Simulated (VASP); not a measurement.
Set up this calculation in VASP 6.6.1, as the native input.

* Task: single point
* Functional: LDA
* Potentials or basis: VASP PAW LDA potentials, release 64 (S, Mg)
* Cutoff: 520 eV
* k mesh: 9 × 9 × 9
* Occupations: fermi-dirac, width 0.05 eV
* Spin: no spin polarisation
* Dipole correction: no
* Further INCAR settings: ALGO = Normal; EDIFF = 1e-07; NBANDS = 11

The structure of MgS (Niningerite) lies in POSCAR:

```
MgS
1.0
    0.0000000000      2.6016500000      2.6016500000
    2.6016500000      0.0000000000      2.6016500000
    2.6016500000      2.6016500000      0.0000000000
S Mg
1 1
Direct
    0.5000000000      0.5000000000      0.5000000000
    0.0000000000      0.0000000000      0.0000000000
```

These files were run (other wordings do the same):

INCAR

```
SYSTEM = MgS
ALGO     = Normal         ! electronic algorithm
EDIFF    = 1E-7           ! SCF threshold, eV
ENCUT    = 520            ! plane-wave cutoff, eV
ISIF     = 2              ! what is computed and relaxed
ISMEAR   = -1             ! smearing method
LASPH    = .TRUE.         ! aspherical terms in the spheres
LCHARG   = .FALSE.        ! write CHGCAR
LREAL    = .FALSE.        ! projectors in reciprocal space
LWAVE    = .FALSE.        ! write WAVECAR
NBANDS   = 11             ! bands
NELM     = 80             ! most SCF steps
PREC     = Accurate       ! precision mode
SIGMA    = 0.05           ! smearing width, eV
```

KPOINTS

```
k-points
0
G
  9 9 9
  0 0 0
```

Potentials or basis: VASP PAW LDA potentials, release 64 (S, Mg).

Run with:

```bash
$ cat potpaw_LDA.64/S/POTCAR potpaw_LDA.64/Mg/POTCAR > POTCAR
$ mpirun -np 1 vasp_std > vasp.out
```

Results of the run:

```json
{
  "Pressure": "-3.9 GPa",
  "Band gap on the k mesh": "2.69 eV, indirect (least direct gap 3.49 eV)"
}
```

Run time: 14 s on 1 thread of Intel(R) Xeon(R) Platinum 8375C CPU @ 2.90GHz (Ice Lake) (shared host), peak memory 0.14 GiB.
